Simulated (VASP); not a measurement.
# Be (Fd-3m) in VASP: further runs, part 2 of 3

VASP 6.6.1. The steps go on from the part before.

### 3 Single point, BLYP

This run uses another cell than the first one, of 15.36 Å³/atom, 1.042 times its volume.

The input, INCAR:

```
SYSTEM = Be
PREC     = Accurate       ! precision mode
ENCUT    = 520            ! plane-wave cutoff, eV
EDIFF    = 1E-7           ! SCF threshold, eV
ISMEAR   = -1             ! smearing method
SIGMA    = 0.1            ! smearing width, eV
LREAL    = .FALSE.        ! projectors in reciprocal space
LASPH    = .TRUE.         ! aspherical terms in the spheres
NELM     = 80             ! most SCF steps
ALGO     = Normal         ! electronic algorithm
ISIF     = 2              ! what is computed and relaxed
LWAVE    = .FALSE.        ! write WAVECAR
LCHARG   = .TRUE.         ! write CHGCAR
GGA      = B5             ! functional
ALDAX    = 1.0          
AGGAX    = 1.0          
AGGAC    = 1.0          
ALDAC    = 0.0          
LELF     = .TRUE.         ! ELF
LVHAR    = .TRUE.       
NBANDS   = 9              ! bands
```

The input, KPOINTS:

```
regular mesh
0
G
  12 12 12
  0 0 0
```

The input, POSCAR:

```
Be
1.0
    0.0000000000      2.4857320245      2.4857320245
    2.4857320245      0.0000000000      2.4857320245
    2.4857320245      2.4857320245      0.0000000000
Be
2
Direct
    0.1250000000      0.1250000000      0.1250000000
    0.8750000000      0.8750000000      0.8750000000
```

Potentials or basis: VASP PAW PBE potentials, release 64 (Be).

Started as:

```sh
$ cat potpaw_PBE.64/Be/POTCAR > POTCAR
$ mpirun -np 1 vasp_std > vasp.out
```

OUTCAR:

```text
SYSTEM = Be
   PREC = Accurate
   ENCUT = 520
   EDIFF = 1E-7
   ISMEAR = -1
   LREAL = .FALSE.
   LASPH = .TRUE.
   NELM = 80
   ISIF = 2
   GGA = B5

 ion  position               nearest neighbor table
   1  0.125  0.125  0.125-   2 2.15   2 2.15   2 2.15   2 2.15
   2  0.875  0.875  0.875-   1 2.15   1 2.15   1 2.15   1 2.15

  LATTYP: Found a face centered cubic cell.
 ALAT       =     4.9714640490

  Lattice vectors:

 A1 = (   0.0000000000,   2.4857320245,   2.4857320245)
 A2 = (   2.4857320245,   0.0000000000,   2.4857320245)
 A3 = (   2.4857320245,   2.4857320245,   0.0000000000)

Analysis of symmetry for initial positions (statically):
=====================================================================
 Subroutine PRICEL returns:
 Original cell was already a primitive cell.

 Routine SETGRP: Setting up the symmetry group for a
 face centered cubic supercell.

 Subroutine GETGRP returns: Found 48 space group operations
 (whereof 12 operations were pure point group operations)
 out of a pool of 48 trial point group operations.

The static configuration has the point symmetry D_3d.
 The point group associated with its full space group is O_h .

Analysis of symmetry for dynamics (positions and initial velocities):
=====================================================================
 Subroutine PRICEL returns:
 Original cell was already a primitive cell.

 Routine SETGRP: Setting up the symmetry group for a
 face centered cubic supercell.

 Subroutine GETGRP returns: Found 48 space group operations
 (whereof 12 operations were pure point group operations)
 out of a pool of 48 trial point group operations.

The dynamic configuration has the point symmetry D_3d.
 The point group associated with its full space group is O_h .

 Subroutine INISYM returns: Found 48 space group operations
 (whereof 12 operations are pure point group operations),
 and found     1 'primitive' translations

----------------------------------------------------------------------------------------

                                     Primitive cell

  volume of cell :      30.7180

  direct lattice vectors                    reciprocal lattice vectors
     0.000000000  2.485732024  2.485732024    -0.201147990  0.201147990  0.201147990
     2.485732024  0.000000000  2.485732024     0.201147990 -0.201147990  0.201147990
     2.485732024  2.485732024  0.000000000     0.201147990  0.201147990 -0.201147990

  length of vectors
     3.515355941  3.515355941  3.515355941     0.348398538  0.348398538  0.348398538

  position of ions in fractional coordinates (direct lattice)
     0.125000000  0.125000000  0.125000000
     0.875000000  0.875000000  0.875000000

  ion indices of the primitive-cell ions
   primitive index   ion index
                 1           1
                 2           2

----------------------------------------------------------------------------------------

 KPOINTS: regular mesh

Automatic generation of k-mesh.
 Grid dimensions read from file:
 generate k-points for:   12   12   12

 Generating k-lattice:

  Cartesian coordinates                     Fractional coordinates (reciprocal lattice)
    -0.016762332  0.016762332  0.016762332     0.083333333  0.000000000  0.000000000
     0.016762332 -0.016762332  0.016762332     0.000000000  0.083333333  0.000000000
     0.016762332  0.016762332 -0.016762332     0.000000000  0.000000000  0.083333333

  Length of vectors
     0.029033212  0.029033212  0.029033212

  Shift w.r.t. Gamma in fractional coordinates (k-lattice)
     0.000000000  0.000000000  0.000000000

 Subroutine IBZKPT returns following result:
 ===========================================

 Found     72 irreducible k-points:

 Following reciprocal coordinates:
            Coordinates               Weight
  0.000000  0.000000  0.000000      1.000000
  0.083333  0.000000  0.000000      8.000000
  0.166667  0.000000  0.000000      8.000000
  0.250000  0.000000  0.000000      8.000000
  0.333333  0.000000  0.000000      8.000000
  0.416667  0.000000  0.000000      8.000000
[... 16 lines left out ...]
  0.500000  0.166667  0.000000     24.000000
 -0.416667  0.166667  0.000000     24.000000
 [... further k-points ...]
   k-points           NKPTS =     72   k-points in BZ     NKDIM =     72   number of bands    NBANDS=      9
   number of dos      NEDOS =    301   number of ions     NIONS =      2
   total plane-waves  NPLWV =  21952
   dimension x,y,z NGX =    28 NGY =   28 NGZ =   28
   dimension x,y,z NGXF=    56 NGYF=   56 NGZF=   56
   ions per type =               2
   NGX,Y,Z   is equivalent  to a cutoff of  13.24, 13.24, 13.24 a.u.
   NGXF,Y,Z  is equivalent  to a cutoff of  26.48, 26.48, 26.48 a.u.
 SYSTEM =  Be
   PREC   = accura    normal or accurate (medium, high low for compatibility)
   ISTART =      0    job   : 0-new  1-cont  2-samecut
   ICHARG =      2    charge: 1-file 2-atom 10-const
   ISPIN  =      1    spin polarized calculation?
   LNONCOLLINEAR =      F non collinear calculations
   LSORBIT =      F    spin-orbit coupling
   LASPH  =      T    aspherical Exc in radial PAW
   ENCUT  =  520.0 eV  38.22 Ry    6.18 a.u.   6.54  6.54  6.54*2*pi/ulx,y,z
   NELM   =     80;   NELMIN=  2; NELMDL= -5     # of ELM steps
   EDIFF  = 0.1E-06   stopping-criterion for ELM
   LREAL  =      F    real-space projection
   EDIFFG = 0.1E-05   stopping-criterion for IOM
   NSW    =      0    number of steps for IOM
   IBRION =     -1    ionic relax: 0-MD 1-quasi-New 2-CG
   NFREE  =      0    steps in history (QN), initial steepest desc. (CG)
   ISIF   =      2    stress and relaxation
   ISYM   =      2    0-nonsym 1-usesym 2-fastsym
   POTIM  = 0.5000    time-step for ionic-motion
   TEBEG  =    0.0;   TEEND  =   0.0 temperature during run
   PSTRESS=    0.0 pullay stress
   NELECT =       4.0000    total number of electrons
   NUPDOWN=      -1.0000    fix difference up-down
   EMIN   =  10.00;   EMAX   =-10.00  energy-range for DOS
   EFERMI =   0.00;   METHOD = LEGACY
   ISMEAR =    -1;   SIGMA  =   0.10  broadening in eV -4-tet -1-fermi 0-gaus
   EFERMI_NEDOS =   21; number of points for ismear=-14 and -15
   IALGO  =     38    algorithm
   IMIX   =      4    mixing-type and parameters
     AMIX     =   0.40;   BMIX     =  1.00
     AMIX_MAG =   1.60;   BMIX_MAG =  1.00
  volume/ion in A,a.u.               =      15.36       103.65
  Fermi-wavevector in a.u.,A,eV,Ry     =   0.829782  1.568060  9.368124  0.688538
  Thomas-Fermi vector in A             =   1.942387
   LORBIT       =      0    0 simple, 1 ext, 2 COOP (PROOUT), +10 PAW based schemes
   GGA     = B5    functional components
   LHFCALC =     F    Hartree Fock is set to
   AEXX    =    0.0000 exact exchange contribution
   IVDW    =     0    specifies the selected vdW correction
   LEPSILON=     F    determine dielectric tensor
   LRPA    =     F    only Hartree local field effects (RPA)
 non-spin polarized calculation
  energy-cutoff  :      520.00
  volume of cell :       30.72
 maximum number of plane-waves:       869
 NGX is ok and might be reduce to    28
   NGX = 13   NGY = 13   NGZ = 13

 number of electron       4.0000000 magnetization

 Free energy of the ion-electron system (eV)
  ---------------------------------------------------
  ext. energy  EPLUGINS =         0.00000000
  ---------------------------------------------------
  free energy    TOTEN  =        -3.42666986 eV

  energy without entropy =       -3.39191677  energy(sigma->0) =       -3.40929331

 E-fermi :   1.9537     XC(G=0):  -7.7461

 val. band max:        1.9367220828   @ k =  -0.2500   0.2500   0.0000
 cond. band min:       1.9795872623   @ k =  -0.4167   0.3333   0.1667
 fundamental gap:      0.0428651795
 Fermi energy:         1.9536776241

 k-point     1 :       0.0000    0.0000    0.0000
  band No.  band energies     occupation
      1      -5.0363      2.00000
      2       6.3802      0.00000
      3       6.3802      0.00000
      4       6.3802      0.00000
      5       9.0646      0.00000
      6       9.0646      0.00000
      7       9.0646      0.00000
      8      15.4831      0.00000
      9      16.2639      0.00000
[... 265 lines left out ...]
 k-point    24 :      -0.4167    0.1667    0.0000
  band No.  band energies     occupation
      1      -1.5827      2.00000
      2      -0.6795      2.00000
      3       3.2925      0.00000
      4       4.2567      0.00000
      5       9.7510      0.00000
      6      11.5255      0.00000
      7      12.9410      0.00000
      8      14.8250      0.00000
      9      16.5014      0.00000

 [... further k-points ...]
[... 5 lines left out ...]
  --------------------------------------------------------------------------------------
  -------------------------------------------------------------------------------------
  Total        0.0035661      0.0035661      0.0035661      0.0000000     -0.0000000     -0.0000000
  in kB        0.1859986      0.1859986      0.1859986      0.0000000     -0.0000000     -0.0000000
  external PRESSURE =       0.1859986 kB  Pullay stress =       0.0000000 kB

 VOLUME and BASIS-vectors are now :
 -----------------------------------------------------------------------------
  energy-cutoff  :      520.00
  volume of cell :       30.72
      direct lattice vectors                 reciprocal lattice vectors
     0.000000000  2.485732024  2.485732024    -0.201147990  0.201147990  0.201147990
     2.485732024  0.000000000  2.485732024     0.201147990 -0.201147990  0.201147990
     2.485732024  2.485732024  0.000000000     0.201147990  0.201147990 -0.201147990

 POSITION                                       TOTAL-FORCE (eV/Angst)
 -----------------------------------------------------------------------------------
      0.62143      0.62143      0.62143        -0.000000     -0.000000     -0.000000
      4.35003      4.35003      4.35003         0.000000      0.000000      0.000000
 -----------------------------------------------------------------------------------
    total drift:                               -0.000000     -0.000000     -0.000000

  FREE ENERGIE OF THE ION-ELECTRON SYSTEM (eV)
  ---------------------------------------------------
  free  energy   TOTEN  =        -3.4266698570 eV

  energy  without entropy=       -3.3919167719  energy(sigma->0) =       -3.40929331
```

Run time: 26 s. Hardware: 1 thread of Intel Xeon 6975P-C, shared host; peak memory 0.15 GiB.

What came out:

```yaml
Free_energy: -3.4267 eV
Pressure: 0.0 GPa
Band_gap_on_the_k_mesh: zero (band 2 reaches 6.38 eV, above the bottom of band 3 at 0.79 eV)
```

Caveat: the PAW data sets were made with another functional, which shifts forces and pressure a little.

### 4 Single point, BLYP

This run uses another cell than the first one, of 15.36 Å³/atom, 1.042 times its volume.

The input, INCAR:

```
PREC     = Accurate       # precision mode
ENCUT    = 520            # plane-wave cutoff, eV
EDIFF    = 1E-7           # SCF threshold, eV
ISMEAR   = -1             # smearing method
SIGMA    = 0.1            # smearing width, eV
LREAL    = False          # projectors in reciprocal space
LASPH    = True           # aspherical terms in the spheres
NELM     = 60             # most SCF steps
ALGO     = Normal         # electronic algorithm
ISIF     = 2              # what is computed and relaxed
LWAVE    = False          # write WAVECAR
LCHARG   = False          # write CHGCAR
GGA      = B5             # functional
ALDAX    = 1.0          
AGGAX    = 1.0          
AGGAC    = 1.0          
ALDAC    = 0.0          
NBANDS   = 9              # bands
```

The input, KPOINTS:

```
regular mesh
0
Gamma
  12 12 12
```

POSCAR is that of step 3.

Started as:

```sh
$ cat potpaw_PBE.64/Be/POTCAR > POTCAR
$ mpirun -np 1 vasp_std > vasp.out
```

Wall time 26 s (1 thread of Intel Xeon 6975P-C, shared host); peak memory 0.15 GiB.

It converged, with:

- Free energy: -3.4267 eV
- Pressure: 0.0 GPa
- Band gap on the k mesh: zero (band 2 reaches 6.38 eV, above the bottom of band 3 at 0.79 eV)

Levels at points of the mesh, in eV from the Fermi level:
```
           k point  band 1  band 2  band 3  band 4  band 5  band 6  band 7
(0.00, 0.00, 0.00)   -6.99    4.43    4.43    4.43    7.11    7.11    7.11
(0.50, 0.00, 0.00)   -3.64   -3.22    2.81    2.81    8.36    8.36    9.97
(0.50, 0.50, 0.00)   -2.33   -2.33    0.70    0.70    6.30    6.30   14.49
```

Caveat: the PAW data sets were made with another functional, which shifts forces and pressure a little.

[end of part 2 of 3]
